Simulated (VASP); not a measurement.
Crystal: MnB6.

```
Mn B
1.0
    -0.05820    0.02096    3.56097
     2.54321   -2.91248   -0.05779
     2.55969    2.92681   -0.02394
Mn B
1 6
Direct
  0.98401 0.03351 0.99413
  0.23471 0.48665 0.01582
  0.71343 0.97918 0.48984
  0.68412 0.46678 0.96401
  0.31532 0.04030 0.49245
  0.58318 0.77095 0.84708
  0.48523 0.22263 0.19667
```

| Quantity | Value |
| --- | --- |
| Program | VASP 6.6.1 |
| Task | relaxation of cell and atoms |
| Functional | PBE |
| Potentials or basis | VASP PAW PBE potentials, release 64 (Mn_pv, B) |
| Cutoff | 600 eV |
| k mesh | 6 × 6 × 6 |
| Occupations | gaussian, width 0.2 eV |
| Spin | no spin polarisation |

At the start: pressure 38.1 GPa; volume 7.58 Å³/atom.

**Question.** How do energy, volume and symmetry change on relaxing?

**Answer.** Over 60 steps the energy falls by 778.2 meV/atom and the volume is 7.43 Å³/atom (-1.9 %); space group P1 (No. 1, to 0.1 Å) before, C2/m (No. 12, to 0.1 Å).

Step by step:
```
step  energy change (eV)  largest force (eV/Å)  pressure (GPa)  volume (Å³)
   1              0.0000               13.3436           38.12        53.04
   3             -3.8702                4.0277          -15.49        58.66
   5             -3.9730                3.8392          -10.03        57.39
   7             -4.8732                1.5869           -4.59        54.98
   9             -5.0579                0.7484            3.45        53.32
  11             -5.1310                0.4754           -0.91        54.03
  13             -5.1577                0.3056           -0.44        53.89
  15             -5.1665                0.1424            0.54        53.70
  17             -5.1696                0.1008           -0.27        53.83
  19             -5.1705                0.0897            0.14        53.75
  21             -5.1714                0.0855            0.07        53.74
  23             -5.1735                0.1346           -0.32        53.79
  25             -5.1742                0.2270           -0.74        53.84
  27             -5.1752                0.2508           -0.75        53.83
  29             -5.1803                0.3600           -0.85        53.78
  31             -5.2035                0.7989           -1.45        53.58
  33             -5.2040                0.8183           -1.48        53.57
  35             -5.2046                0.8671           -1.51        53.54
  37             -5.2074                0.9137           -1.50        53.49
  39             -5.2080                0.9413           -1.49        53.46
  41             -5.2167                0.9109           -1.42        53.41
  43             -5.2500                0.7939           -0.80        53.17
  45             -5.2582                1.4456            2.78        52.23
  47             -5.3100                0.6523            0.50        52.61
  49             -5.3585                0.8544            0.82        52.08
  51             -5.4006                0.5756            0.10        52.25
  53             -5.4342                0.2361           -0.46        52.22
  55             -5.4419                0.1519            0.19        52.07
  57             -5.4452                0.1260           -0.03        52.08
  59             -5.4468                0.0751           -0.18        52.07
  60             -5.4471                0.0247            0.02        52.01
```

Final structure:
```xyz
7
Lattice="0.0002 0.0178 3.6018 2.4442 -2.9550 -0.0130 2.4423 2.9556 0.0122" Properties=species:S:1:pos:R:3 pbc="T T T"
Mn    2.4443   -2.9546   -0.0127
B     1.5037   -1.3544    0.8836
B     1.5034    1.3720    2.7191
B     3.3833    1.3732    2.7160
B     3.3831   -1.3547    0.8842
B     3.8421    0.0093    1.7997
B     1.0442    0.0095    1.8002
```

Caveat: the run has no spin polarisation, though such a crystal can be magnetic.
